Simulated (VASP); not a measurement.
# MgZnTe2 (P-4m2) in VASP: density of states with PBE

Aim: the density of states of MgZnTe2 with PBE.

Everything below comes from runs of VASP 6.6.1. Logs are shortened: lines on timing, memory, paths and dates and some standing lists are left out, and cuts for length are marked.

## (1) The cell of the first run

Symmetry: P-4m2, No. 115, tetragonal system. Conventional cell: a = 4.476 Å, b = 4.476 Å, c = 6.386 Å, α = 90.00°, β = 90.00°, γ = 90.00°. Within 3.7 Å of Mg (site symmetry -4m2) lie 4 Te at 2.80 Å. Zn (site symmetry -4m2) has 4 Te at 2.70 Å within 3.6 Å. Te (site symmetry 2mm) has 2 Zn at 2.70 Å and 2 Mg at 2.80 Å within 3.6 Å.

## (2) Density of states, PBE

POSCAR reads:

```
MgZnTe2
1.0
    4.4757484864      0.0000000000      0.0000000000
    0.0000000000      4.4757484864      0.0000000000
    0.0000000000      0.0000000000      6.3857977586
Mg Zn Te
1 1 2
Direct
    0.5000000000      0.5000000000      0.5000000000
    0.0000000000      0.0000000000      0.0000000000
    0.5000000000      0.0000000000      0.7640148087
    0.0000000000      0.5000000000      0.2359851913
```

INCAR.step1 reads:

```
SYSTEM = MgZnTe2
  PREC = Accurate
  ENCUT = 520
  EDIFF = 1E-6
  ISMEAR = 0
  SIGMA = 0.02
  LREAL = .FALSE.
  LASPH = .TRUE.
  NELM = 120
  ALGO = Normal
  ISIF = 2
  LWAVE = .FALSE.
  LCHARG = .TRUE.
  GGA = PE
  NBANDS = 21
  GGA_COMPAT = .FALSE.
  NEDOS = 2001
  LORBIT = 11
```

KPOINTS.step1 reads:

```
Automatic mesh
0
G
  6 6 4
  0 0 0
```

INCAR.step2 reads:

```
SYSTEM = MgZnTe2
  PREC = Accurate
  ENCUT = 520
  EDIFF = 1E-6
  ISMEAR = -5
  SIGMA = 0.02
  LREAL = .FALSE.
  LASPH = .TRUE.
  NELM = 120
  ALGO = Normal
  ISIF = 2
  LWAVE = .FALSE.
  LCHARG = .FALSE.
  GGA = PE
  LORBIT = 11
  NBANDS = 21
  NEDOS = 2001
  ICHARG = 11
  GGA_COMPAT = .FALSE.
```

KPOINTS.step2 reads:

```
Automatic mesh
0
G
  9 9 6
  0 0 0
```

Potentials or basis: VASP PAW PBE potentials, release 64 (Mg, Zn, Te).

Command:

```console
cat potpaw_PBE.64/Mg/POTCAR potpaw_PBE.64/Zn/POTCAR potpaw_PBE.64/Te/POTCAR > POTCAR
cp INCAR.step1 INCAR
cp KPOINTS.step1 KPOINTS
mpirun -np 1 vasp_std > vasp.out
cp INCAR.step2 INCAR
cp KPOINTS.step2 KPOINTS
mpirun -np 1 vasp_std > vasp.out
```

OUTCAR:

```text
SYSTEM = MgZnTe2
   PREC = Accurate
   ENCUT = 520
   EDIFF = 1E-6
   ISMEAR = -5
   LREAL = .FALSE.
   LASPH = .TRUE.
   NELM = 120
   ISIF = 2
   GGA = PE
   LORBIT = 11
   ICHARG = 11

 ion  position               nearest neighbor table
   1  0.500  0.500  0.500-   3 2.80   4 2.80   3 2.80   4 2.80
   2  0.000  0.000  0.000-   3 2.70   4 2.70   4 2.70   3 2.70
   3  0.500  0.000  0.764-   2 2.70   2 2.70   1 2.80   1 2.80
   4  0.000  0.500  0.236-   2 2.70   2 2.70   1 2.80   1 2.80

  LATTYP: Found a simple tetragonal cell.
 ALAT       =     4.4757484864
 C/A-ratio  =     1.4267552741

  Lattice vectors:

 A1 = (   4.4757484864,   0.0000000000,   0.0000000000)
 A2 = (   0.0000000000,   4.4757484864,   0.0000000000)
 A3 = (   0.0000000000,   0.0000000000,   6.3857977586)

Analysis of symmetry for initial positions (statically):
=====================================================================
 Subroutine PRICEL returns:
 Original cell was already a primitive cell.

 Routine SETGRP: Setting up the symmetry group for a
 simple tetragonal supercell.

 Subroutine GETGRP returns: Found  8 space group operations
 (whereof  8 operations were pure point group operations)
 out of a pool of 16 trial point group operations.

The static configuration has the point symmetry D_2d.

Analysis of symmetry for dynamics (positions and initial velocities):
=====================================================================
 Subroutine PRICEL returns:
 Original cell was already a primitive cell.

 Routine SETGRP: Setting up the symmetry group for a
 simple tetragonal supercell.

 Subroutine GETGRP returns: Found  8 space group operations
 (whereof  8 operations were pure point group operations)
 out of a pool of 16 trial point group operations.

The dynamic configuration has the point symmetry D_2d.

 Subroutine INISYM returns: Found  8 space group operations
 (whereof  8 operations are pure point group operations),
 and found     1 'primitive' translations

----------------------------------------------------------------------------------------

                                     Primitive cell

  volume of cell :     127.9224

  direct lattice vectors                    reciprocal lattice vectors
     4.475748486  0.000000000  0.000000000     0.223426317  0.000000000  0.000000000
     0.000000000  4.475748486  0.000000000     0.000000000  0.223426317  0.000000000
     0.000000000  0.000000000  6.385797759     0.000000000  0.000000000  0.156597506

  length of vectors
[... 92 lines left out ...]
   IBRION =     -1    ionic relax: 0-MD 1-quasi-New 2-CG
   NFREE  =      0    steps in history (QN), initial steepest desc. (CG)
   ISIF   =      2    stress and relaxation
   ISYM   =      2    0-nonsym 1-usesym 2-fastsym
   POTIM  = 0.5000    time-step for ionic-motion
   TEBEG  =    0.0;   TEEND  =   0.0 temperature during run
   PSTRESS=    0.0 pullay stress
   NELECT =      26.0000    total number of electrons
   NUPDOWN=      -1.0000    fix difference up-down
   EMIN   =  10.00;   EMAX   =-10.00  energy-range for DOS
   EFERMI =   0.00;   METHOD = LEGACY
   ISMEAR =    -5;   SIGMA  =   0.02  broadening in eV -4-tet -1-fermi 0-gaus
   EFERMI_NEDOS =   21; number of points for ismear=-14 and -15
   IALGO  =     38    algorithm
   IMIX   =      4    mixing-type and parameters
     AMIX     =   0.40;   BMIX     =  1.00
     AMIX_MAG =   1.60;   BMIX_MAG =  1.00
  volume/ion in A,a.u.               =      31.98       215.82
  Fermi-wavevector in a.u.,A,eV,Ry     =   0.962536  1.818930 12.605473  0.926476
  Thomas-Fermi vector in A             =   2.092004
   LORBIT       =     11    0 simple, 1 ext, 2 COOP (PROOUT), +10 PAW based schemes
   GGA     = PE    functional components
   LHFCALC =     F    Hartree Fock is set to
   AEXX    =    0.0000 exact exchange contribution
   IVDW    =     0    specifies the selected vdW correction
   LEPSILON=     F    determine dielectric tensor
   LRPA    =     F    only Hartree local field effects (RPA)
 non-spin polarized calculation
 Fermi weights with tetrahedron method with Bloechl corrections
  energy-cutoff  :      520.00
  volume of cell :      127.92
 maximum number of plane-waves:      3471
 NGX is ok and might be reduce to    36

 number of electron      26.0000018 magnetization

 Free energy of the ion-electron system (eV)
  ---------------------------------------------------
  ext. energy  EPLUGINS =         0.00000000
  ---------------------------------------------------
  free energy    TOTEN  =       -11.52849820 eV

  energy without entropy =      -11.52849820  energy(sigma->0) =      -11.52849820

 E-fermi :   2.2554     XC(G=0):  -8.2365

 val. band max:        2.2531208905   @ k =   0.0000   0.0000   0.0000
 cond. band min:       3.7285839440   @ k =   0.0000   0.0000   0.0000
 fundamental gap:      1.4754630535
 Fermi energy:         2.2554034870

 k-point     1 :       0.0000    0.0000    0.0000
  band No.  band energies     occupation
      1      -8.5548      2.00000
      2      -7.6449      2.00000
      3      -4.1236      2.00000
      4      -4.1236      2.00000
      5      -4.0452      2.00000
      6      -3.9828      2.00000
[... 565 lines left out ...]
     20       8.5403      0.00000
     21       9.3210      0.00000

 [... further k-points ...]
[... 5 lines left out ...]
  --------------------------------------------------------------------------------------
  -------------------------------------------------------------------------------------
  Total       -0.0069631     -0.0069631      0.0223823      0.0000000      0.0000000      0.0000000
  in kB       -0.0872099     -0.0872099      0.2803297      0.0000000      0.0000000      0.0000000
  external PRESSURE =       0.0353033 kB  Pullay stress =       0.0000000 kB

 VOLUME and BASIS-vectors are now :
 -----------------------------------------------------------------------------
  energy-cutoff  :      520.00
  volume of cell :      127.92
      direct lattice vectors                 reciprocal lattice vectors
     4.475748486  0.000000000  0.000000000     0.223426317  0.000000000  0.000000000
     0.000000000  4.475748486  0.000000000     0.000000000  0.223426317  0.000000000
     0.000000000  0.000000000  6.385797759     0.000000000  0.000000000  0.156597506

 POSITION                                       TOTAL-FORCE (eV/Angst)
 -----------------------------------------------------------------------------------
      2.23787      2.23787      3.19290        -0.000000      0.000000      0.000000
      0.00000      0.00000      0.00000        -0.000000     -0.000000      0.000000
      2.23787      0.00000      4.87884        -0.000000     -0.000000     -0.006991
      0.00000      2.23787      1.50695         0.000000     -0.000000      0.006991
 -----------------------------------------------------------------------------------
    total drift:                                0.000000     -0.000000      0.000000

  FREE ENERGIE OF THE ION-ELECTRON SYSTEM (eV)
  ---------------------------------------------------
  free  energy   TOTEN  =       -11.5284981961 eV

  energy  without entropy=      -11.5284981961  energy(sigma->0) =      -11.52849820

 total charge

# of ion       s       p       d       tot
------------------------------------------
    1        0.177   0.129   0.023   0.329
    2        0.538   0.379   9.761  10.678
    3        1.342   2.098   0.017   3.456
    4        1.342   2.098   0.017   3.456
--------------------------------------------------
tot          3.398   4.704   9.818  17.920
```

OSZICAR.step1:

```text
N       E                     dE             d eps       ncg     rms          rms(c)
DAV:   1     0.125156556468E+03    0.12516E+03   -0.10585E+04  1260   0.111E+03
DAV:   2    -0.134055495905E+01   -0.12650E+03   -0.12082E+03  1333   0.225E+02
DAV:   3    -0.116769863281E+02   -0.10336E+02   -0.10268E+02  1554   0.654E+01
DAV:   4    -0.119047387843E+02   -0.22775E+00   -0.22767E+00  1516   0.961E+00
DAV:   5    -0.119101939796E+02   -0.54552E-02   -0.54551E-02  1628   0.135E+00    0.494E+00
DAV:   6    -0.115505006405E+02    0.35969E+00   -0.85828E-01  1682   0.180E+01    0.373E+00
DAV:   7    -0.115194787740E+02    0.31022E-01   -0.33607E-01  1445   0.379E+00    0.165E+00
DAV:   8    -0.115243079204E+02   -0.48291E-02   -0.12132E-02  1491   0.670E-01    0.646E-01
DAV:   9    -0.115253172981E+02   -0.10094E-02   -0.33707E-03  1360   0.334E-01    0.155E-01
DAV:  10    -0.115255247504E+02   -0.20745E-03   -0.37019E-04  1493   0.108E-01    0.536E-02
DAV:  11    -0.115256459602E+02   -0.12121E-03   -0.22581E-04  1350   0.903E-02    0.249E-02
DAV:  12    -0.115256448997E+02    0.10604E-05   -0.99741E-06  1514   0.311E-02    0.910E-03
DAV:  13    -0.115256481293E+02   -0.32295E-05   -0.85517E-06  1345   0.133E-02    0.408E-03
DAV:  14    -0.115256484466E+02   -0.31731E-06   -0.25570E-07  1081   0.480E-03
   1 F= -.11525648E+02 E0= -.11525648E+02  d E =-.128612E-11
```

Wall time 2 min (1 thread of Intel Xeon 6975P-C, shared host); peak memory 0.35 GiB.

Results:

```yaml
Valence_electrons_inside_the_program's_atomic_spheres: Mg 0.33; Zn 10.68; Te 3.46
```

Caveat: spin-orbit coupling is left out, which moves the levels of the heavy elements.
